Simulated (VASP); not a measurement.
# HfMgO (P4mm) in VASP: single point with PBE

Aim: the single point of HfMgO with PBE.

Everything below comes from runs of VASP 6.6.1. Logs are shortened: lines on timing, memory, paths and dates and some standing lists are left out, and cuts for length are marked.

### Step 1. The cell of the first run

Symmetry: P4mm, No. 99, tetragonal system. The conventional cell has a = 3.360 Å, b = 3.360 Å, c = 4.750 Å, α = 90.00°, β = 90.00°, γ = 90.00°. Mg (site symmetry 4mm) has 1 O at 1.92 Å within 2.5 Å. Hf (site symmetry 4mm) has 4 Mg at 2.66 Å and 4 O at 2.88 Å and 4 Hf at 3.36 Å within 3.5 Å. O (site symmetry 4mm) has 1 Mg at 1.92 Å within 2.5 Å.

### Step 2. Single point, PBE

Contents of INCAR:

```
PREC = Accurate
ENCUT = 520
EDIFF = 1E-6
ISMEAR = 0
SIGMA = 0.1
LREAL = False
LASPH = True
NELM = 100
ALGO = Normal
ISIF = 2
LWAVE = False
LCHARG = False
GGA = PE
NBANDS = 16
```

Contents of KPOINTS:

```
Automatic mesh
0
Gamma
  6 6 4
```

Contents of POSCAR:

```
HfMgO
1.0
    3.3595753400      0.0000000000      0.0000000000
    0.0000000000      3.3595753400      0.0000000000
    0.0000000000      0.0000000000      4.7504895000
Mg Hf O
1 1 1
Direct
    0.0000000000      0.0000000000      0.2018545800
    0.5000000000      0.5000000000      0.4549575600
    0.0000000000      0.0000000000      0.7974555900
```

Potentials or basis: VASP PAW PBE potentials, release 64 (Mg, Hf_pv, O).

The run is started by

```
$ cat potpaw_PBE.64/Mg/POTCAR potpaw_PBE.64/Hf_pv/POTCAR potpaw_PBE.64/O/POTCAR > POTCAR
$ mpirun -np 1 vasp_std > vasp.out
```

OUTCAR:

```text
PREC = Accurate
   ENCUT = 520
   EDIFF = 1E-6
   ISMEAR = 0
   LREAL = False
   LASPH = True
   NELM = 100
   ISIF = 2
   GGA = PE

 ion  position               nearest neighbor table
   1  0.000  0.000  0.202-   3 1.92   2 2.66   2 2.66   2 2.66   2 2.66
   2  0.500  0.500  0.455-   1 2.66   1 2.66   1 2.66   1 2.66   3 2.88   3 2.88   3 2.88   3 2.88

   3  0.000  0.000  0.797-   1 1.92   2 2.88   2 2.88   2 2.88   2 2.88

  LATTYP: Found a simple tetragonal cell.
 ALAT       =     3.3595753400
 C/A-ratio  =     1.4140148737

  Lattice vectors:

 A1 = (   3.3595753400,   0.0000000000,   0.0000000000)
 A2 = (   0.0000000000,   3.3595753400,   0.0000000000)
 A3 = (   0.0000000000,   0.0000000000,   4.7504895000)

Analysis of symmetry for initial positions (statically):
=====================================================================
 Subroutine PRICEL returns:
 Original cell was already a primitive cell.

 Routine SETGRP: Setting up the symmetry group for a
 simple tetragonal supercell.

 Subroutine GETGRP returns: Found  8 space group operations
 (whereof  8 operations were pure point group operations)
 out of a pool of 16 trial point group operations.

The static configuration has the point symmetry C_4v.

Analysis of symmetry for dynamics (positions and initial velocities):
=====================================================================
 Subroutine PRICEL returns:
 Original cell was already a primitive cell.

 Routine SETGRP: Setting up the symmetry group for a
 simple tetragonal supercell.

 Subroutine GETGRP returns: Found  8 space group operations
 (whereof  8 operations were pure point group operations)
 out of a pool of 16 trial point group operations.

The dynamic configuration has the point symmetry C_4v.

 Subroutine INISYM returns: Found  8 space group operations
 (whereof  8 operations are pure point group operations),
 and found     1 'primitive' translations

----------------------------------------------------------------------------------------

                                     Primitive cell

  volume of cell :      53.6176

  direct lattice vectors                    reciprocal lattice vectors
     3.359575340  0.000000000  0.000000000     0.297656668  0.000000000  0.000000000
     0.000000000  3.359575340  0.000000000     0.000000000  0.297656668  0.000000000
     0.000000000  0.000000000  4.750489500     0.000000000  0.000000000  0.210504623

  length of vectors
     3.359575340  3.359575340  4.750489500     0.297656668  0.297656668  0.210504623

  position of ions in fractional coordinates (direct lattice)
     0.000000000  0.000000000  0.201854580
     0.500000000  0.500000000  0.454957560
     0.000000000  0.000000000  0.797455590

  ion indices of the primitive-cell ions
   primitive index   ion index
                 1           1
                 2           2
                 3           3

----------------------------------------------------------------------------------------

 KPOINTS: Automatic mesh

Automatic generation of k-mesh.
 Grid dimensions read from file:
 generate k-points for:    6    6    4

 Generating k-lattice:

  Cartesian coordinates                     Fractional coordinates (reciprocal lattice)
     0.049609445  0.000000000  0.000000000     0.166666667  0.000000000  0.000000000
     0.000000000  0.049609445  0.000000000     0.000000000  0.166666667  0.000000000
     0.000000000  0.000000000  0.052626156     0.000000000  0.000000000  0.250000000

  Length of vectors
     0.049609445  0.049609445  0.052626156

  Shift w.r.t. Gamma in fractional coordinates (k-lattice)
     0.000000000  0.000000000  0.000000000

 Subroutine IBZKPT returns following result:
 ===========================================

 Found     30 irreducible k-points:

 Following reciprocal coordinates:
            Coordinates               Weight
  0.000000  0.000000  0.000000      1.000000
  0.166667  0.000000  0.000000      4.000000
  0.333333  0.000000  0.000000      4.000000
  0.500000  0.000000  0.000000      2.000000
  0.166667  0.166667  0.000000      4.000000
  0.333333  0.166667  0.000000      8.000000
[... 16 lines left out ...]
  0.333333  0.000000  0.500000      4.000000
  0.500000  0.000000  0.500000      2.000000
 [... further k-points ...]
   k-points           NKPTS =     30   k-points in BZ     NKDIM =     30   number of bands    NBANDS=     16
   number of dos      NEDOS =    301   number of ions     NIONS =      3
   total plane-waves  NPLWV =  28224
   dimension x,y,z NGX =    28 NGY =   28 NGZ =   36
   dimension x,y,z NGXF=    56 NGYF=   56 NGZF=   72
   ions per type =               1   1   1
   NGX,Y,Z   is equivalent  to a cutoff of  13.86, 13.86, 12.60 a.u.
   NGXF,Y,Z  is equivalent  to a cutoff of  27.71, 27.71, 25.20 a.u.
 SYSTEM =  unknown system
   PREC   = accura    normal or accurate (medium, high low for compatibility)
   ISTART =      0    job   : 0-new  1-cont  2-samecut
   ICHARG =      2    charge: 1-file 2-atom 10-const
   ISPIN  =      1    spin polarized calculation?
   LNONCOLLINEAR =      F non collinear calculations
   LSORBIT =      F    spin-orbit coupling
   LASPH  =      T    aspherical Exc in radial PAW
   ENCUT  =  520.0 eV  38.22 Ry    6.18 a.u.   6.25  6.25  8.83*2*pi/ulx,y,z
   NELM   =    100;   NELMIN=  2; NELMDL= -5     # of ELM steps
   EDIFF  = 0.1E-05   stopping-criterion for ELM
   LREAL  =      F    real-space projection
   EDIFFG = 0.1E-04   stopping-criterion for IOM
   NSW    =      0    number of steps for IOM
   IBRION =     -1    ionic relax: 0-MD 1-quasi-New 2-CG
   NFREE  =      0    steps in history (QN), initial steepest desc. (CG)
   ISIF   =      2    stress and relaxation
   ISYM   =      2    0-nonsym 1-usesym 2-fastsym
   POTIM  = 0.5000    time-step for ionic-motion
   TEBEG  =    0.0;   TEEND  =   0.0 temperature during run
   PSTRESS=    0.0 pullay stress
   NELECT =      18.0000    total number of electrons
   NUPDOWN=      -1.0000    fix difference up-down
   EMIN   =  10.00;   EMAX   =-10.00  energy-range for DOS
   EFERMI =   0.00;   METHOD = LEGACY
   ISMEAR =     0;   SIGMA  =   0.10  broadening in eV -4-tet -1-fermi 0-gaus
   EFERMI_NEDOS =   21; number of points for ismear=-14 and -15
   IALGO  =     38    algorithm
   IMIX   =      4    mixing-type and parameters
     AMIX     =   0.40;   BMIX     =  1.00
     AMIX_MAG =   1.60;   BMIX_MAG =  1.00
  volume/ion in A,a.u.               =      17.87       120.61
  Fermi-wavevector in a.u.,A,eV,Ry     =   1.137793  2.150117 17.613736  1.294573
  Thomas-Fermi vector in A             =   2.274498
   LORBIT       =      0    0 simple, 1 ext, 2 COOP (PROOUT), +10 PAW based schemes
   GGA     = PE    functional components
   LHFCALC =     F    Hartree Fock is set to
   AEXX    =    0.0000 exact exchange contribution
   IVDW    =     0    specifies the selected vdW correction
   LEPSILON=     F    determine dielectric tensor
   LRPA    =     F    only Hartree local field effects (RPA)
 non-spin polarized calculation
 Gauss-broadening in eV      SIGMA  =   0.10
  energy-cutoff  :      520.00
  volume of cell :       53.62
 maximum number of plane-waves:      1480
 NGX is ok and might be reduce to    28
   NGX = 13   NGY = 13   NGZ = 17

 number of electron      17.9999999 magnetization

 Free energy of the ion-electron system (eV)
  ---------------------------------------------------
  ext. energy  EPLUGINS =         0.00000000
  ---------------------------------------------------
  free energy    TOTEN  =       -16.35703318 eV

  energy without entropy =      -16.35372712  energy(sigma->0) =      -16.35538015

 E-fermi :   3.0068     XC(G=0):  -9.8337

 val. band max:        2.9799189439   @ k =   0.3333   0.3333   0.5000
 cond. band min:       3.1069477318   @ k =   0.5000   0.5000   0.5000
 fundamental gap:      0.1270287879
 Fermi energy:         3.0068030617

 k-point     1 :       0.0000    0.0000    0.0000
  band No.  band energies     occupation
      1     -28.5726      2.00000
      2     -28.1033      2.00000
      3     -28.1033      2.00000
      4     -14.1215      2.00000
      5      -2.2479      2.00000
      6      -0.7350      2.00000
[... 8 lines left out ...]
     15      12.1399      0.00000
     16      12.6246      0.00000

 k-point     2 :       0.1667    0.0000    0.0000
  band No.  band energies     occupation
      1     -28.5663      2.00000
      2     -28.1644      2.00000
      3     -28.0983      2.00000
      4     -14.0739      2.00000
      5      -1.9365      2.00000
      6      -0.7415      2.00000
[... 8 lines left out ...]
     15      11.0355      0.00000
     16      12.0759      0.00000

 k-point     3 :       0.3333    0.0000    0.0000
  band No.  band energies     occupation
      1     -28.5537      2.00000
      2     -28.2845      2.00000
      3     -28.0884      2.00000
      4     -13.9785      2.00000
      5      -1.5944      2.00000
      6      -0.6147      2.00000
[... 8 lines left out ...]
     15       9.8406      0.00000
     16      11.0904      0.00000

 k-point     4 :       0.5000    0.0000    0.0000
  band No.  band energies     occupation
      1     -28.5473      2.00000
      2     -28.3435      2.00000
      3     -28.0835      2.00000
      4     -13.9302      2.00000
      5      -1.6194      2.00000
      6      -0.4779      2.00000
[... 8 lines left out ...]
     15       9.9567      0.00000
     16      10.4872      0.00000
[... 324 lines left out ...]
 k-point    22 :       0.1667    0.0000    0.5000
  band No.  band energies     occupation
      1     -28.5699      2.00000
      2     -28.1641      2.00000
      3     -28.0982      2.00000
      4     -14.0358      2.00000
      5      -2.8761      2.00000
      6       0.4645      2.00000
[... 8 lines left out ...]
     15      11.0838      0.00000
     16      12.2655      0.00000

 k-point    23 :       0.3333    0.0000    0.5000
  band No.  band energies     occupation
      1     -28.5569      2.00000
      2     -28.2840      2.00000
      3     -28.0883      2.00000
      4     -13.9585      2.00000
      5      -1.8676      2.00000
      6      -0.3472      2.00000
[... 8 lines left out ...]
     15       9.8590      0.00000
     16      11.7442      0.00000

 k-point    24 :       0.5000    0.0000    0.5000
  band No.  band energies     occupation
      1     -28.5504      2.00000
      2     -28.3429      2.00000
      3     -28.0833      2.00000
      4     -13.9193      2.00000
      5      -0.9342      2.00000
      6      -0.8490      2.00000
[... 8 lines left out ...]
     15       9.1772      0.00000
     16      11.1137      0.00000

 [... further k-points ...]
[... 5 lines left out ...]
  --------------------------------------------------------------------------------------
  -------------------------------------------------------------------------------------
  Total        1.5609474      1.5609474      0.2480046      0.0000000      0.0000000      0.0000000
  in kB       46.6435641     46.6435641      7.4107678      0.0000000      0.0000000      0.0000000
  external PRESSURE =      33.5659653 kB  Pullay stress =       0.0000000 kB

 VOLUME and BASIS-vectors are now :
 -----------------------------------------------------------------------------
  energy-cutoff  :      520.00
  volume of cell :       53.62
      direct lattice vectors                 reciprocal lattice vectors
     3.359575340  0.000000000  0.000000000     0.297656668  0.000000000  0.000000000
     0.000000000  3.359575340  0.000000000     0.000000000  0.297656668  0.000000000
     0.000000000  0.000000000  4.750489500     0.000000000  0.000000000  0.210504623

 POSITION                                       TOTAL-FORCE (eV/Angst)
 -----------------------------------------------------------------------------------
      0.00000      0.00000      0.95891         0.000000      0.000000     -3.353491
      1.67979      1.67979      2.16127         0.000000     -0.000000      6.645104
      0.00000      0.00000      3.78830        -0.000000      0.000000     -3.291613
 -----------------------------------------------------------------------------------
    total drift:                               -0.000000     -0.000000      0.000359

  FREE ENERGIE OF THE ION-ELECTRON SYSTEM (eV)
  ---------------------------------------------------
  free  energy   TOTEN  =       -16.3570331831 eV

  energy  without entropy=      -16.3537271217  energy(sigma->0) =      -16.35538015
```

Wall time 12 s (1 thread of Intel Xeon 6975P-C (Granite Rapids), shared host); peak memory 0.18 GiB.

Results:

```yaml
Free_energy: -16.3570 eV
Pressure: 3.4 GPa
Largest_force: 6.645 eV/Å
Band_gap_on_the_k_mesh: zero (band 9 reaches 3.11 eV, above the bottom of band 10 at 2.60 eV)
```

Forces on the atoms (eV/Å):
```
Mg   0.000  0.000 -3.353
Hf   0.000  0.000  6.645
O    0.000  0.000 -3.292
```

Stress tensor (GPa, compression positive):
```
4.66 0.00 0.00
0.00 4.66 0.00
0.00 0.00 0.74
```

Levels at points of the mesh, in eV from the Fermi level:
```
           k point  band 6  band 7  band 8  band 9  band 10  band 11  band 12  band 13
(0.00, 0.00, 0.00)   -3.74   -1.90   -1.90   -1.13     0.24     2.46     2.46     3.38
(0.50, 0.00, 0.00)   -3.48   -1.92   -1.60   -1.07     0.67     1.79     2.63     2.80
(0.50, 0.50, 0.00)   -3.21   -3.21   -0.88   -0.40    -0.40     0.40     4.84     4.84
(0.00, 0.00, 0.50)   -1.98   -1.98   -1.25   -1.06    -0.10     2.42     2.61     2.61
(0.50, 0.00, 0.50)   -3.86   -2.29   -1.86   -1.24     1.29     1.63     2.46     3.15
(0.50, 0.50, 0.50)   -3.48   -3.48    0.10    0.10     0.16     1.85     4.45     4.45
```

Caveat: spin-orbit coupling is left out, which moves the levels of the heavy elements; forces of over 1 eV/Å act on the atoms, so gaps and moduli don't describe the material at rest.
